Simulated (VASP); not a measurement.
Input of a VASP 6.6.1 run:

File INCAR:

```
SYSTEM = CaO
PREC = Accurate
ENCUT = 520
EDIFF = 1E-6
ISMEAR = -1
SIGMA = 0.06122561905347299
LREAL = .False.
LASPH = .True.
NELM = 100
ALGO = Normal
ISIF = 2
LWAVE = .False.
LCHARG = .False.
GGA = PE
NBANDS = 15
```

The input KPOINTS:

```
regular mesh
0
Gamma
  20 20 20
  0 0 0
```

POSCAR

```
CaO
1.0
    0.0000000000      2.3993654360      2.3993654360
    2.3993654360      0.0000000000      2.3993654360
    2.3993654360      2.3993654360      0.0000000000
Ca O
1 1
Direct
    0.0000000000      0.0000000000      0.0000000000
    0.5000000000      0.5000000000      0.5000000000
```

Potentials or basis: VASP PAW PBE potentials, release 64 (Ca_sv, O).

Command:

```bash
$ cat potpaw_PBE.64/Ca_sv/POTCAR potpaw_PBE.64/O/POTCAR > POTCAR
$ mpirun -np 1 vasp_std > vasp.out
```

Predict the band gap on the k mesh.

3.63 eV (least direct gap 4.01 eV).

What does it give for the pressure?

2.8 GPa.

A k mesh can miss the band edges.
